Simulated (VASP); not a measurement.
# Hg (R-3m) in VASP: single point with LDA

Aim: the single point of Hg with LDA.

Program: VASP 6.6.1. These are calculated values, not measurements. Logs are shortened: lines on timing, memory, paths and dates and some standing lists are left out, and cuts for length are marked.

### Step 1. The cell of the first run

It takes space group R-3m (No. 166, trigonal). Conventional cell: a = 3.460 Å, b = 3.460 Å, c = 6.702 Å, α = 90.00°, β = 90.00°, γ = 120.00°. Hg (site symmetry -3m) has 12 Hg at 3.00 to 3.46 Å within 3.9 Å.

### Step 2. Single point, LDA

File INCAR:

```
SYSTEM = Hg
PREC     = Accurate       ! precision mode
ENCUT    = 520            ! plane-wave cutoff, eV
EDIFF    = 1E-7           ! SCF threshold, eV
ISMEAR   = 0              ! smearing method
SIGMA    = 0.15           ! smearing width, eV
LREAL    = .False.        ! projectors in reciprocal space
LASPH    = .True.         ! aspherical terms in the spheres
NELM     = 100            ! most SCF steps
ALGO     = Fast           ! electronic algorithm
ISIF     = 2              ! what is computed and relaxed
LWAVE    = .False.        ! write WAVECAR
LCHARG   = .False.        ! write CHGCAR
NBANDS   = 12             ! bands
```

File KPOINTS:

```
Automatic mesh
0
Gamma
  18 18 18
  0 0 0
```

File POSCAR:

```
Hg
1.0
    1.7300004553      0.9988162286      2.2340000000
   -1.7300004553      0.9988162286      2.2340000000
    0.0000000000     -1.9976324571      2.2340000000
Hg
1
Direct
    0.0000000000      0.0000000000      0.0000000000
```

Potentials or basis: VASP PAW LDA potentials, release 64 (Hg).

Run with:

```bash
$ cat potpaw_LDA.64/Hg/POTCAR > POTCAR
$ mpirun -np 1 vasp_std > vasp.out
```

OUTCAR:

```text
SYSTEM = Hg
   PREC = Accurate
   ENCUT = 520
   EDIFF = 1E-7
   ISMEAR = 0
   LREAL = .False.
   LASPH = .True.
   NELM = 100
   ISIF = 2

 ion  position               nearest neighbor table
   1  0.000  0.000  0.000-

  LATTYP: Found a trigonal (rhomboedric) cell.
 ALAT       =     2.9968802835
 COS(alpha) =     0.3335253405

  Lattice vectors:

 A1 = (   1.7300004553,   0.9988162286,   2.2340000000)
 A2 = (  -1.7300004553,   0.9988162286,   2.2340000000)
 A3 = (   0.0000000000,  -1.9976324571,   2.2340000000)

Analysis of symmetry for initial positions (statically):
=====================================================================
 Subroutine PRICEL returns:
 Original cell was already a primitive cell.

 Routine SETGRP: Setting up the symmetry group for a
 trigonal (rhombohedral) supercell.

 Subroutine GETGRP returns: Found 12 space group operations
 (whereof 12 operations were pure point group operations)
 out of a pool of 12 trial point group operations.

The static configuration has the point symmetry D_3d.

Analysis of symmetry for dynamics (positions and initial velocities):
=====================================================================
 Subroutine PRICEL returns:
 Original cell was already a primitive cell.

 Routine SETGRP: Setting up the symmetry group for a
 trigonal (rhombohedral) supercell.

 Subroutine GETGRP returns: Found 12 space group operations
 (whereof 12 operations were pure point group operations)
 out of a pool of 12 trial point group operations.

The dynamic configuration has the point symmetry D_3d.

 Subroutine INISYM returns: Found 12 space group operations
 (whereof 12 operations are pure point group operations),
 and found     1 'primitive' translations

----------------------------------------------------------------------------------------

                                     Primitive cell

  volume of cell :      23.1615

  direct lattice vectors                    reciprocal lattice vectors
     1.730000455  0.998816229  2.234000000     0.289017265  0.166864196  0.149209191
    -1.730000455  0.998816229  2.234000000    -0.289017265  0.166864196  0.149209191
     0.000000000 -1.997632457  2.234000000     0.000000000 -0.333728391  0.149209191

  length of vectors
     2.996880284  2.996880284  2.996880284     0.365565346  0.365565346  0.365565346

  position of ions in fractional coordinates (direct lattice)
     0.000000000  0.000000000  0.000000000

  ion indices of the primitive-cell ions
   primitive index   ion index
                 1           1

----------------------------------------------------------------------------------------

 KPOINTS: Automatic mesh

Automatic generation of k-mesh.
 Grid dimensions read from file:
 generate k-points for:   18   18   18

 Generating k-lattice:

  Cartesian coordinates                     Fractional coordinates (reciprocal lattice)
     0.016056515  0.009270233  0.008289400     0.055555556  0.000000000  0.000000000
    -0.016056515  0.009270233  0.008289400     0.000000000  0.055555556  0.000000000
     0.000000000 -0.018540466  0.008289400     0.000000000  0.000000000  0.055555556

  Length of vectors
     0.020309186  0.020309186  0.020309186

  Shift w.r.t. Gamma in fractional coordinates (k-lattice)
     0.000000000  0.000000000  0.000000000

 Subroutine IBZKPT returns following result:
 ===========================================

 Found    580 irreducible k-points:

 Following reciprocal coordinates:
            Coordinates               Weight
  0.000000  0.000000  0.000000      1.000000
  0.055556  0.000000 -0.000000      6.000000
  0.111111  0.000000 -0.000000      6.000000
  0.166667 -0.000000 -0.000000      6.000000
  0.222222  0.000000 -0.000000      6.000000
  0.277778 -0.000000 -0.000000      6.000000
[... 16 lines left out ...]
 -0.277778  0.055556  0.000000     12.000000
 -0.222222  0.055556  0.000000     12.000000
 [... further k-points ...]
   k-points           NKPTS =    580   k-points in BZ     NKDIM =    580   number of bands    NBANDS=     12
   number of dos      NEDOS =    301   number of ions     NIONS =      1
   total plane-waves  NPLWV =  13824
   dimension x,y,z NGX =    24 NGY =   24 NGZ =   24
   dimension x,y,z NGXF=    48 NGYF=   48 NGZF=   48
   ions per type =               1
   NGX,Y,Z   is equivalent  to a cutoff of  13.31, 13.31, 13.31 a.u.
   NGXF,Y,Z  is equivalent  to a cutoff of  26.63, 26.63, 26.63 a.u.
 SYSTEM =  Hg
   PREC   = accura    normal or accurate (medium, high low for compatibility)
   ISTART =      0    job   : 0-new  1-cont  2-samecut
   ICHARG =      2    charge: 1-file 2-atom 10-const
   ISPIN  =      1    spin polarized calculation?
   LNONCOLLINEAR =      F non collinear calculations
   LSORBIT =      F    spin-orbit coupling
   LASPH  =      T    aspherical Exc in radial PAW
   ENCUT  =  520.0 eV  38.22 Ry    6.18 a.u.   5.57  5.57  5.57*2*pi/ulx,y,z
   NELM   =    100;   NELMIN=  2; NELMDL= -5     # of ELM steps
   EDIFF  = 0.1E-06   stopping-criterion for ELM
   LREAL  =      F    real-space projection
   EDIFFG = 0.1E-05   stopping-criterion for IOM
   NSW    =      0    number of steps for IOM
   IBRION =     -1    ionic relax: 0-MD 1-quasi-New 2-CG
   NFREE  =      0    steps in history (QN), initial steepest desc. (CG)
   ISIF   =      2    stress and relaxation
   ISYM   =      2    0-nonsym 1-usesym 2-fastsym
   POTIM  = 0.5000    time-step for ionic-motion
   TEBEG  =    0.0;   TEEND  =   0.0 temperature during run
   PSTRESS=    0.0 pullay stress
   NELECT =      12.0000    total number of electrons
   NUPDOWN=      -1.0000    fix difference up-down
   EMIN   =  10.00;   EMAX   =-10.00  energy-range for DOS
   EFERMI =   0.00;   METHOD = LEGACY
   ISMEAR =     0;   SIGMA  =   0.15  broadening in eV -4-tet -1-fermi 0-gaus
   EFERMI_NEDOS =   21; number of points for ismear=-14 and -15
   IALGO  =     68    algorithm
   IMIX   =      4    mixing-type and parameters
     AMIX     =   0.40;   BMIX     =  1.00
     AMIX_MAG =   1.60;   BMIX_MAG =  1.00
  volume/ion in A,a.u.               =      23.16       156.30
  Fermi-wavevector in a.u.,A,eV,Ry     =   1.314861  2.484727 23.522560  1.728859
  Thomas-Fermi vector in A             =   2.445084
   LORBIT       =      0    0 simple, 1 ext, 2 COOP (PROOUT), +10 PAW based schemes
   GGA     = CA    functional components
   LHFCALC =     F    Hartree Fock is set to
   AEXX    =    0.0000 exact exchange contribution
   IVDW    =     0    specifies the selected vdW correction
   LEPSILON=     F    determine dielectric tensor
   LRPA    =     F    only Hartree local field effects (RPA)
 non-spin polarized calculation
 RMM-DIIS sequential band-by-band and
 Gauss-broadening in eV      SIGMA  =   0.15
  energy-cutoff  :      520.00
  volume of cell :       23.16
 maximum number of plane-waves:       644
   NGX = 11   NGY = 11   NGZ = 11

 number of electron      12.0000003 magnetization

 Free energy of the ion-electron system (eV)
  ---------------------------------------------------
  ext. energy  EPLUGINS =         0.00000000
  ---------------------------------------------------
  free energy    TOTEN  =        -0.96114045 eV

  energy without entropy =       -0.95745817  energy(sigma->0) =       -0.95929931

 E-fermi :   2.7481     XC(G=0): -11.2647

 val. band max:        2.7318609798   @ k =  -0.3889   0.3889   0.3889
 cond. band min:       2.7545741793   @ k =  -0.4444   0.5000   0.2222
 fundamental gap:      0.0227131995
 Fermi energy:         2.7481135515

 k-point     1 :       0.0000    0.0000    0.0000
  band No.  band energies     occupation
      1      -6.6616      2.00000
      2      -5.0533      2.00000
      3      -5.0533      2.00000
      4      -3.7241      2.00000
      5      -3.5451      2.00000
      6      -3.5451      2.00000
      7      14.9152      0.00000
      8      15.3322      0.00000
      9      15.3322      0.00000
     10      19.9384      0.00000
     11      21.1625      0.00000
     12      21.1625      0.00000

 k-point     2 :       0.0556    0.0000   -0.0000
  band No.  band energies     occupation
      1      -6.5907      2.00000
      2      -5.0481      2.00000
      3      -5.0326      2.00000
      4      -3.7227      2.00000
      5      -3.5547      2.00000
      6      -3.5486      2.00000
      7      14.4428      0.00000
      8      15.0647      0.00000
      9      15.3752      0.00000
     10      20.2894      0.00000
     11      21.1230      0.00000
     12      21.5554      0.00000

 k-point     3 :       0.1111    0.0000   -0.0000
  band No.  band energies     occupation
      1      -6.3898      2.00000
      2      -5.0350      2.00000
      3      -4.9628      2.00000
      4      -3.7158      2.00000
      5      -3.5799      2.00000
      6      -3.5571      2.00000
      7      12.8251      0.00000
      8      15.1597      0.00000
      9      15.4880      0.00000
     10      20.5322      0.00000
     11      21.0140      0.00000
     12      22.6822      0.00000
[... 286 lines left out ...]
 k-point    23 :      -0.2778    0.0556    0.0000
  band No.  band energies     occupation
      1      -5.6209      2.00000
      2      -5.0038      2.00000
      3      -3.8841      2.00000
      4      -3.7016      2.00000
      5      -3.5901      2.00000
      6      -3.3067      2.00000
      7       6.7862      0.00000
      8      13.9306      0.00000
      9      16.0607      0.00000
     10      20.2357      0.00000
     11      21.0569      0.00000
     12      22.3433      0.00000

 k-point    24 :      -0.2222    0.0556    0.0000
  band No.  band energies     occupation
      1      -5.7320      2.00000
      2      -4.9994      2.00000
      3      -4.4430      2.00000
      4      -3.6892      2.00000
      5      -3.6273      2.00000
      6      -3.4409      2.00000
      7       8.6247      0.00000
      8      13.9258      0.00000
      9      16.0922      0.00000
     10      20.1377      0.00000
     11      21.7163      0.00000
     12      22.3243      0.00000

 [... further k-points ...]

------------------------ aborting loop because EDIFF is reached ----------------------------------------

  FORCE on cell =-STRESS in cart. coord.  units (eV):
  Direction    XX          YY          ZZ          XY          YZ          ZX
  --------------------------------------------------------------------------------------
  -------------------------------------------------------------------------------------
  Total       -0.1029218     -0.1029218     -0.2528547     -0.0000000     -0.0000000      0.0000000
  in kB       -7.1195333     -7.1195333    -17.4910327     -0.0000000     -0.0000000      0.0000000
  external PRESSURE =     -10.5766998 kB  Pullay stress =       0.0000000 kB

 VOLUME and BASIS-vectors are now :
 -----------------------------------------------------------------------------
  energy-cutoff  :      520.00
  volume of cell :       23.16
      direct lattice vectors                 reciprocal lattice vectors
     1.730000455  0.998816229  2.234000000     0.289017265  0.166864196  0.149209191
    -1.730000455  0.998816229  2.234000000    -0.289017265  0.166864196  0.149209191
     0.000000000 -1.997632457  2.234000000     0.000000000 -0.333728391  0.149209191

 POSITION                                       TOTAL-FORCE (eV/Angst)
 -----------------------------------------------------------------------------------
      0.00000      0.00000      0.00000         0.000000      0.000000      0.000000
 -----------------------------------------------------------------------------------
    total drift:                               -0.000000     -0.000000     -0.000000

  FREE ENERGIE OF THE ION-ELECTRON SYSTEM (eV)
  ---------------------------------------------------
  free  energy   TOTEN  =        -0.9611404468 eV

  energy  without entropy=       -0.9574581684  energy(sigma->0) =       -0.95929931
```

Run time: 2.8 min. Hardware: 1 thread of AMD EPYC 7R43 (Zen 3), shared host; peak memory 0.22 GiB.

What came out:

```
Free energy            : -0.9611 eV
Pressure               : -1.1 GPa
Band gap on the k mesh : zero (band 6 reaches 3.90 eV, above the bottom of band 7 at 0.61 eV)
```

Stress tensor (GPa, compression positive):
```
-0.71  0.00  0.00
 0.00 -0.71  0.00
 0.00  0.00 -1.75
```

Caveat: spin-orbit coupling is left out, which moves the levels of the heavy elements.
